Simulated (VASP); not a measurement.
# InAs (rocksalt type) (Fm-3m) in VASP: a series of runs

Runs on InAs (rocksalt type). Level: PBE. Tasks: single point, relaxation of cell and atoms.

Everything below comes from runs of VASP 6.6.1. Logs are shortened: lines on timing, memory, paths and dates and some standing lists are left out, and cuts for length are marked.

### Step 1. The cell of the first run

It takes space group Fm-3m (No. 225, cubic). Conventional cell: a = 5.512 Å, b = 5.512 Å, c = 5.512 Å, α = 90.00°, β = 90.00°, γ = 90.00°. Within 3.6 Å of In (site symmetry m-3m) lie 6 As at 2.76 Å. As (site symmetry m-3m) has 6 In at 2.76 Å within 3.6 Å.

### Step 2. Single point, PBE (volume scaled by 0.88)

INCAR reads:

```
PREC = Accurate
ENCUT = 520
EDIFF = 1E-7
ISMEAR = -1
SIGMA = 0.1
LREAL = False
LASPH = True
NELM = 60
ALGO = Normal
ISIF = 2
LWAVE = False
LCHARG = False
GGA = PE
NBANDS = 16
```

KPOINTS reads:

```
Automatic mesh
0
Gamma
  13 13 13
```

POSCAR reads:

```
InAs
1.0
    0.0000000000      2.7560442210      2.7560442210
    2.7560442210      0.0000000000      2.7560442210
    2.7560442210      2.7560442210      0.0000000000
In As
1 1
Direct
    0.0000000000      0.0000000000      0.0000000000
    0.5000000000      0.5000000000      0.5000000000
```

Potentials or basis: VASP PAW PBE potentials, release 64 (In_d, As).

Run with:

```console
$ cat potpaw_PBE.64/In_d/POTCAR potpaw_PBE.64/As/POTCAR > POTCAR
$ mpirun -np 1 vasp_std > vasp.out
```

OUTCAR:

```text
PREC = Accurate
   ENCUT = 520
   EDIFF = 1E-7
   ISMEAR = -1
   LREAL = False
   LASPH = True
   NELM = 60
   ISIF = 2
   GGA = PE

 ion  position               nearest neighbor table
   1  0.000  0.000  0.000-   2 2.76   2 2.76   2 2.76   2 2.76   2 2.76   2 2.76
   2  0.500  0.500  0.500-   1 2.76   1 2.76   1 2.76   1 2.76   1 2.76   1 2.76

  LATTYP: Found a face centered cubic cell.
 ALAT       =     5.5120884420

  Lattice vectors:

 A1 = (   0.0000000000,   2.7560442210,   2.7560442210)
 A2 = (   2.7560442210,   0.0000000000,   2.7560442210)
 A3 = (   2.7560442210,   2.7560442210,   0.0000000000)

Analysis of symmetry for initial positions (statically):
=====================================================================
 Subroutine PRICEL returns:
 Original cell was already a primitive cell.

 Routine SETGRP: Setting up the symmetry group for a
 face centered cubic supercell.

 Subroutine GETGRP returns: Found 48 space group operations
 (whereof 48 operations were pure point group operations)
 out of a pool of 48 trial point group operations.

The static configuration has the point symmetry O_h .

Analysis of symmetry for dynamics (positions and initial velocities):
=====================================================================
 Subroutine PRICEL returns:
 Original cell was already a primitive cell.

 Routine SETGRP: Setting up the symmetry group for a
 face centered cubic supercell.

 Subroutine GETGRP returns: Found 48 space group operations
 (whereof 48 operations were pure point group operations)
 out of a pool of 48 trial point group operations.

The dynamic configuration has the point symmetry O_h .

 Subroutine INISYM returns: Found 48 space group operations
 (whereof 48 operations are pure point group operations),
 and found     1 'primitive' translations

----------------------------------------------------------------------------------------

                                     Primitive cell

  volume of cell :      41.8686

  direct lattice vectors                    reciprocal lattice vectors
     0.000000000  2.756044221  2.756044221    -0.181419440  0.181419440  0.181419440
     2.756044221  0.000000000  2.756044221     0.181419440 -0.181419440  0.181419440
     2.756044221  2.756044221  0.000000000     0.181419440  0.181419440 -0.181419440

  length of vectors
     3.897635116  3.897635116  3.897635116     0.314227688  0.314227688  0.314227688

  position of ions in fractional coordinates (direct lattice)
     0.000000000  0.000000000  0.000000000
     0.500000000  0.500000000  0.500000000

  ion indices of the primitive-cell ions
   primitive index   ion index
                 1           1
                 2           2

----------------------------------------------------------------------------------------

 KPOINTS: Automatic mesh

Automatic generation of k-mesh.
 Grid dimensions read from file:
 generate k-points for:   13   13   13

 Generating k-lattice:

  Cartesian coordinates                     Fractional coordinates (reciprocal lattice)
    -0.013955342  0.013955342  0.013955342     0.076923077  0.000000000  0.000000000
     0.013955342 -0.013955342  0.013955342     0.000000000  0.076923077  0.000000000
     0.013955342  0.013955342 -0.013955342     0.000000000  0.000000000  0.076923077

  Length of vectors
     0.024171361  0.024171361  0.024171361

  Shift w.r.t. Gamma in fractional coordinates (k-lattice)
     0.000000000  0.000000000  0.000000000

 Subroutine IBZKPT returns following result:
 ===========================================

 Found     84 irreducible k-points:

 Following reciprocal coordinates:
            Coordinates               Weight
  0.000000  0.000000  0.000000      1.000000
  0.076923  0.000000  0.000000      8.000000
  0.153846  0.000000  0.000000      8.000000
  0.230769  0.000000  0.000000      8.000000
  0.307692  0.000000  0.000000      8.000000
  0.384615  0.000000  0.000000      8.000000
[... 16 lines left out ...]
  0.384615  0.153846  0.000000     24.000000
  0.461538  0.153846  0.000000     24.000000
 [... further k-points ...]
   k-points           NKPTS =     84   k-points in BZ     NKDIM =     84   number of bands    NBANDS=     16
   number of dos      NEDOS =    301   number of ions     NIONS =      2
   total plane-waves  NPLWV =  27000
   dimension x,y,z NGX =    30 NGY =   30 NGZ =   30
   dimension x,y,z NGXF=    60 NGYF=   60 NGZF=   60
   ions per type =               1   1
   NGX,Y,Z   is equivalent  to a cutoff of  12.80, 12.80, 12.80 a.u.
   NGXF,Y,Z  is equivalent  to a cutoff of  25.59, 25.59, 25.59 a.u.
 SYSTEM =  unknown system
   PREC   = accura    normal or accurate (medium, high low for compatibility)
   ISTART =      0    job   : 0-new  1-cont  2-samecut
   ICHARG =      2    charge: 1-file 2-atom 10-const
   ISPIN  =      1    spin polarized calculation?
   LNONCOLLINEAR =      F non collinear calculations
   LSORBIT =      F    spin-orbit coupling
   LASPH  =      T    aspherical Exc in radial PAW
   ENCUT  =  520.0 eV  38.22 Ry    6.18 a.u.   7.25  7.25  7.25*2*pi/ulx,y,z
   NELM   =     60;   NELMIN=  2; NELMDL= -5     # of ELM steps
   EDIFF  = 0.1E-06   stopping-criterion for ELM
   LREAL  =      F    real-space projection
   EDIFFG = 0.1E-05   stopping-criterion for IOM
   NSW    =      0    number of steps for IOM
   IBRION =     -1    ionic relax: 0-MD 1-quasi-New 2-CG
   NFREE  =      0    steps in history (QN), initial steepest desc. (CG)
   ISIF   =      2    stress and relaxation
   ISYM   =      2    0-nonsym 1-usesym 2-fastsym
   POTIM  = 0.5000    time-step for ionic-motion
   TEBEG  =    0.0;   TEEND  =   0.0 temperature during run
   PSTRESS=    0.0 pullay stress
   NELECT =      18.0000    total number of electrons
   NUPDOWN=      -1.0000    fix difference up-down
   EMIN   =  10.00;   EMAX   =-10.00  energy-range for DOS
   EFERMI =   0.00;   METHOD = LEGACY
   ISMEAR =    -1;   SIGMA  =   0.10  broadening in eV -4-tet -1-fermi 0-gaus
   EFERMI_NEDOS =   21; number of points for ismear=-14 and -15
   IALGO  =     38    algorithm
   IMIX   =      4    mixing-type and parameters
     AMIX     =   0.40;   BMIX     =  1.00
     AMIX_MAG =   1.60;   BMIX_MAG =  1.00
  volume/ion in A,a.u.               =      20.93       141.27
  Fermi-wavevector in a.u.,A,eV,Ry     =   1.235576  2.334900 20.771310  1.526648
  Thomas-Fermi vector in A             =   2.370220
   LORBIT       =      0    0 simple, 1 ext, 2 COOP (PROOUT), +10 PAW based schemes
   GGA     = PE    functional components
   LHFCALC =     F    Hartree Fock is set to
   AEXX    =    0.0000 exact exchange contribution
   IVDW    =     0    specifies the selected vdW correction
   LEPSILON=     F    determine dielectric tensor
   LRPA    =     F    only Hartree local field effects (RPA)
 non-spin polarized calculation
  energy-cutoff  :      520.00
  volume of cell :       41.87
 maximum number of plane-waves:      1143
 NGX is ok and might be reduce to    30
   NGX = 15   NGY = 15   NGZ = 15

 number of electron      18.0000007 magnetization

 Free energy of the ion-electron system (eV)
  ---------------------------------------------------
  ext. energy  EPLUGINS =         0.00000000
  ---------------------------------------------------
  free energy    TOTEN  =        -7.16865096 eV

  energy without entropy =       -7.13765503  energy(sigma->0) =       -7.15315299

 E-fermi :   7.4399     XC(G=0): -10.6973

 val. band max:        7.4279485917   @ k =   0.3077   0.0000   0.0000
 cond. band min:       7.4651047799   @ k =  -0.4615   0.0769   0.0000
 fundamental gap:      0.0371561882
 Fermi energy:         7.4398698789

 k-point     1 :       0.0000    0.0000    0.0000
  band No.  band energies     occupation
      1      -7.0718      2.00000
      2      -7.0718      2.00000
      3      -7.0449      2.00000
      4      -7.0449      2.00000
      5      -7.0449      2.00000
      6      -5.5951      2.00000
[... 8 lines left out ...]
     15      15.6239      0.00000
     16      15.6239      0.00000

 k-point     2 :       0.0769    0.0000    0.0000
  band No.  band energies     occupation
      1      -7.0755      2.00000
      2      -7.0755      2.00000
      3      -7.0454      2.00000
      4      -7.0411      2.00000
      5      -7.0411      2.00000
      6      -5.5194      2.00000
[... 8 lines left out ...]
     15      15.3023      0.00000
     16      15.5509      0.00000

 k-point     3 :       0.1538    0.0000    0.0000
  band No.  band energies     occupation
      1      -7.0877      2.00000
      2      -7.0877      2.00000
      3      -7.0472      2.00000
      4      -7.0285      2.00000
      5      -7.0285      2.00000
      6      -5.2948      2.00000
[... 8 lines left out ...]
     15      15.5635      0.00000
     16      15.5635      0.00000

 k-point     4 :       0.2308    0.0000    0.0000
  band No.  band energies     occupation
      1      -7.1062      2.00000
      2      -7.1062      2.00000
      3      -7.0510      2.00000
      4      -7.0094      2.00000
      5      -7.0094      2.00000
      6      -4.9320      2.00000
[... 8 lines left out ...]
     15      16.2501      0.00000
     16      16.2501      0.00000
[... 324 lines left out ...]
 k-point    22 :       0.3077    0.1538    0.0000
  band No.  band energies     occupation
      1      -7.2022      2.00000
      2      -7.0781      2.00000
      3      -7.0612      2.00000
      4      -7.0008      2.00000
      5      -6.9833      2.00000
      6      -4.4628      2.00000
[... 8 lines left out ...]
     15      18.0205      0.00000
     16      18.3849      0.00000

 k-point    23 :       0.3846    0.1538    0.0000
  band No.  band energies     occupation
      1      -7.2230      2.00000
      2      -7.0969      2.00000
      3      -7.0576      2.00000
      4      -6.9929      2.00000
      5      -6.9654      2.00000
      6      -3.9595      2.00000
[... 8 lines left out ...]
     15      18.8889      0.00000
     16      19.3495      0.00000

 k-point    24 :       0.4615    0.1538    0.0000
  band No.  band energies     occupation
      1      -7.2305      2.00000
      2      -7.1156      2.00000
      3      -7.0530      2.00000
      4      -6.9866      2.00000
      5      -6.9556      2.00000
      6      -3.4674      2.00000
[... 8 lines left out ...]
     15      20.0062      0.00000
     16      20.1429      0.00000

 [... further k-points ...]

------------------------ aborting loop because EDIFF is reached ----------------------------------------

  FORCE on cell =-STRESS in cart. coord.  units (eV):
  Direction    XX          YY          ZZ          XY          YZ          ZX
  --------------------------------------------------------------------------------------
  -------------------------------------------------------------------------------------
  Total        2.8042291      2.8042291      2.8042291     -0.0000000     -0.0000000     -0.0000000
  in kB      107.3088476    107.3088476    107.3088476     -0.0000000     -0.0000000     -0.0000000
  external PRESSURE =     107.3088476 kB  Pullay stress =       0.0000000 kB

 VOLUME and BASIS-vectors are now :
 -----------------------------------------------------------------------------
  energy-cutoff  :      520.00
  volume of cell :       41.87
      direct lattice vectors                 reciprocal lattice vectors
     0.000000000  2.756044221  2.756044221    -0.181419440  0.181419440  0.181419440
     2.756044221  0.000000000  2.756044221     0.181419440 -0.181419440  0.181419440
     2.756044221  2.756044221  0.000000000     0.181419440  0.181419440 -0.181419440

 POSITION                                       TOTAL-FORCE (eV/Angst)
 -----------------------------------------------------------------------------------
      0.00000      0.00000      0.00000         0.000000     -0.000000      0.000000
      2.75604      2.75604      2.75604        -0.000000      0.000000     -0.000000
 -----------------------------------------------------------------------------------
    total drift:                               -0.000000      0.000000      0.000000

  FREE ENERGIE OF THE ION-ELECTRON SYSTEM (eV)
  ---------------------------------------------------
  free  energy   TOTEN  =        -7.1686509579 eV

  energy  without entropy=       -7.1376550307  energy(sigma->0) =       -7.15315299
```

Run time: 34 s. Hardware: 1 thread of Intel Xeon Platinum 8559C (Emerald Rapids), shared host; peak memory 0.2 GiB.

Results:

```yaml
Free_energy: -7.1687 eV
Pressure: 10.7 GPa
Band_gap_on_the_k_mesh: zero (band 9 reaches 7.86 eV, above the bottom of band 10 at 4.81 eV)
```

Levels at points of the mesh, in eV from the Fermi level:
```csv
k point,band 7,band 8,band 9,band 10,band 11,band 12
"(0.00, 0.00, 0.00)",-0.27,-0.27,-0.27,0.32,7.30,7.30
```

Caveat: the cell differs from its parent crystal (volume scaled by 0.88); spin-orbit coupling is left out, which moves the levels of the heavy elements.

### Step 3. Single point, PBE (volume scaled by 0.94)

INCAR reads:

```
PREC = Accurate
ENCUT = 520
EDIFF = 1E-6
ISMEAR = -1
SIGMA = 0.1
LREAL = F
LASPH = T
NELM = 80
ALGO = Normal
ISIF = 2
LWAVE = F
LCHARG = F
GGA = PE
NBANDS = 16
```

KPOINTS is that of step 2.

POSCAR reads:

```
InAs
1.0
    0.0000000000      2.8173096017      2.8173096017
    2.8173096017      0.0000000000      2.8173096017
    2.8173096017      2.8173096017      0.0000000000
In As
1 1
Direct
    0.0000000000      0.0000000000      0.0000000000
    0.5000000000      0.5000000000      0.5000000000
```

Potentials or basis: VASP PAW PBE potentials, release 64 (In_d, As).

Run with:

```console
$ cat potpaw_PBE.64/In_d/POTCAR potpaw_PBE.64/As/POTCAR > POTCAR
$ mpirun -np 1 vasp_std > vasp.out
```

OUTCAR:

```text
PREC = Accurate
   ENCUT = 520
   EDIFF = 1E-6
   ISMEAR = -1
   LREAL = F
   LASPH = T
   NELM = 80
   ISIF = 2
   GGA = PE

 ion  position               nearest neighbor table
   1  0.000  0.000  0.000-   2 2.82   2 2.82   2 2.82   2 2.82   2 2.82   2 2.82
   2  0.500  0.500  0.500-   1 2.82   1 2.82   1 2.82   1 2.82   1 2.82   1 2.82

  LATTYP: Found a face centered cubic cell.
 ALAT       =     5.6346192034

  Lattice vectors:

 A1 = (   0.0000000000,   2.8173096017,   2.8173096017)
[... 641 lines left out ...]

------------------------ aborting loop because EDIFF is reached ----------------------------------------

  FORCE on cell =-STRESS in cart. coord.  units (eV):
  Direction    XX          YY          ZZ          XY          YZ          ZX
  --------------------------------------------------------------------------------------
  -------------------------------------------------------------------------------------
  Total        1.2627586      1.2627586      1.2627586     -0.0000000     -0.0000000      0.0000000
  in kB       45.2373540     45.2373540     45.2373540     -0.0000000     -0.0000000      0.0000000
  external PRESSURE =      45.2373540 kB  Pullay stress =       0.0000000 kB

 VOLUME and BASIS-vectors are now :
 -----------------------------------------------------------------------------
  energy-cutoff  :      520.00
  volume of cell :       44.72
      direct lattice vectors                 reciprocal lattice vectors
     0.000000000  2.817309602  2.817309602    -0.177474282  0.177474282  0.177474282
     2.817309602  0.000000000  2.817309602     0.177474282 -0.177474282  0.177474282
     2.817309602  2.817309602  0.000000000     0.177474282  0.177474282 -0.177474282

 POSITION                                       TOTAL-FORCE (eV/Angst)
 -----------------------------------------------------------------------------------
      0.00000      0.00000      0.00000         0.000000     -0.000000      0.000000
      2.81731      2.81731      2.81731        -0.000000      0.000000     -0.000000
 -----------------------------------------------------------------------------------
    total drift:                               -0.000000      0.000000      0.000000

  FREE ENERGIE OF THE ION-ELECTRON SYSTEM (eV)
  ---------------------------------------------------
  free  energy   TOTEN  =        -7.3013378878 eV

  energy  without entropy=       -7.2676667363  energy(sigma->0) =       -7.28450231
```

OSZICAR:

```text
N       E                     dE             d eps       ncg     rms          rms(c)
DAV:   1     0.111731327753E+03    0.11173E+03   -0.83975E+03  2696   0.130E+03
DAV:   2    -0.577909733501E+00   -0.11231E+03   -0.10753E+03  3000   0.309E+02
DAV:   3    -0.733874678143E+01   -0.67608E+01   -0.66866E+01  3504   0.719E+01
DAV:   4    -0.748864792187E+01   -0.14990E+00   -0.14986E+00  3280   0.111E+01
DAV:   5    -0.749460138470E+01   -0.59535E-02   -0.59533E-02  3904   0.191E+00    0.398E+00
DAV:   6    -0.731160363536E+01    0.18300E+00   -0.30416E-01  3832   0.992E+00    0.216E+00
DAV:   7    -0.730134504218E+01    0.10259E-01   -0.61796E-02  4144   0.249E+00    0.691E-01
DAV:   8    -0.730121775764E+01    0.12728E-03   -0.48985E-03  3488   0.941E-01    0.122E-01
DAV:   9    -0.730134105034E+01   -0.12329E-03   -0.44870E-04  3784   0.301E-01    0.776E-02
DAV:  10    -0.730133753145E+01    0.35189E-05   -0.24730E-05  3216   0.426E-02    0.472E-02
DAV:  11    -0.730133788782E+01   -0.35637E-06   -0.38806E-06  3648   0.179E-02
   1 F= -.73013379E+01 E0= -.72845023E+01  d E =-.336712E-01
```

stdout:

```text
POSCAR found type information on POSCAR InAs
 POSCAR found :  2 types and       2 ions
 scaLAPACK will be used
 LDA part: xc-table for (Slater+PW92), standard interpolation
 POSCAR, INCAR and KPOINTS ok, starting setup
 FFT: planning ... GRIDC
 FFT: planning ... GRID_SOFT
 FFT: planning ... GRID
 WAVECAR not read
 entering main loop
```

Run time: 28 s. Hardware: 1 thread of Intel Xeon Platinum 8559C (Emerald Rapids), shared host; peak memory 0.21 GiB.

Results:

- Free energy: -7.3013 eV
- Pressure: 4.5 GPa
- Band gap on the k mesh: zero (band 9 reaches 7.03 eV, above the bottom of band 10 at 4.24 eV)

Caveat: the cell differs from its parent crystal (volume scaled by 0.94); spin-orbit coupling is left out, which moves the levels of the heavy elements.

### Step 4. Single point, PBE

This run uses another cell than the first one, of 23.79 Å³/atom, 1.136 times its volume.

INCAR reads:

```
PREC = Accurate
ENCUT = 520
EDIFF = 1E-7
ISMEAR = -1
SIGMA = 0.1
LREAL = False
LASPH = True
NELM = 80
ALGO = Normal
ISIF = 2
LWAVE = False
LCHARG = True
GGA = PE
LELF = True
LVHAR = True
NBANDS = 16
```

KPOINTS reads:

```
regular mesh
0
Gamma
  13 13 13
```

POSCAR reads:

```
InAs
1.0
    0.0000000000      2.8760203689      2.8760203689
    2.8760203689      0.0000000000      2.8760203689
    2.8760203689      2.8760203689      0.0000000000
In As
1 1
Direct
    0.0000000000      0.0000000000      0.0000000000
    0.5000000000      0.5000000000      0.5000000000
```

Run with:

```console
$ cat potpaw_PBE.64/In_d/POTCAR potpaw_PBE.64/As/POTCAR > POTCAR
$ mpirun -np 1 vasp_std > vasp.out
```

Wall time 35 s (1 thread of Intel Xeon Platinum 8559C (Emerald Rapids), shared host); peak memory 0.21 GiB.

The run converged. Its results:

```yaml
Free_energy: -7.3399 eV
Pressure: 0.1 GPa
Band_gap_on_the_k_mesh: zero (band 9 reaches 6.30 eV, above the bottom of band 10 at 3.73 eV)
```

Levels at points of the mesh, in eV from the Fermi level:
```tsv
k point	band 6	band 7	band 8	band 9	band 10	band 11	band 12	band 13
(0.00, 0.00, 0.00)	-12.09	-0.64	-0.18	-0.18	-0.18	7.19	7.19	7.19
```

Caveat: spin-orbit coupling is left out, which moves the levels of the heavy elements.

### Step 5. Single point, PBE

This run uses another cell than the first one, of 23.79 Å³/atom, 1.136 times its volume.

INCAR reads:

```
SYSTEM = InAs
PREC = Accurate ; ENCUT = 520
EDIFF = 1E-6 ; ISMEAR = -1
SIGMA = 0.1 ; LREAL = .FALSE.
LASPH = .TRUE. ; NELM = 100
ALGO = Normal ; ISIF = 2
LWAVE = .FALSE. ; LCHARG = .FALSE.
GGA = PE ; NBANDS = 16
```

KPOINTS reads:

```
Automatic mesh
0
G
  13 13 13
  0 0 0
```

POSCAR is that of step 4.

Run with:

```console
$ cat potpaw_PBE.64/In_d/POTCAR potpaw_PBE.64/As/POTCAR > POTCAR
$ mpirun -np 1 vasp_std > vasp.out
```

Wall time 29 s (1 thread of Intel Xeon Platinum 8559C (Emerald Rapids), shared host); peak memory 0.2 GiB.

It converged, with:

```yaml
Free_energy: -7.3399 eV
Pressure: 0.0 GPa
Band_gap_on_the_k_mesh: zero (band 9 reaches 6.30 eV, above the bottom of band 10 at 3.73 eV)
```

Levels at points of the mesh, in eV from the Fermi level:
```csv
k point,band 7,band 8,band 9,band 10,band 11,band 12
"(0.00, 0.00, 0.00)",-0.64,-0.18,-0.18,-0.18,7.19,7.19
```

Caveat: spin-orbit coupling is left out, which moves the levels of the heavy elements.

(Continued in part 2 of 2.)
